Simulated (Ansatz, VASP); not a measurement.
## C: VASP beside Ansatz

```
C
1.0
     1.75837    1.75837    0.00000
    -1.75837    1.75837    0.00000
     0.00000    1.75837    1.75837
C
2
Direct
  0.50000 0.50000 0.00000
  0.75000 0.25000 0.50000
```

Alike in both runs: task single point; functional PBEsol; k mesh 12 × 12 × 12; no spin polarisation.

```csv
,VASP,Ansatz
version,VASP 6.6.1,Ansatz 0.2.0
potentials or method,"VASP PAW PBE potentials, release 64 (C), cutoff 520 eV","all-electron LAPW, scalar-relativistic"
occupations,"gaussian, width 0.01 eV",fixed
```

Ansatz gave:

* gap on the k mesh at the Fermi level (eV): 4.14
* pressure (GPa): 15.0

Task: Estimate VASP's values.

Result: gap on the k mesh at the Fermi level (eV): 4.13; pressure (GPa): 16.3.

VASP's potentials were made for PBE, not for PBEsol. Ansatz ran all-electron here, and VASP with PAW potentials.
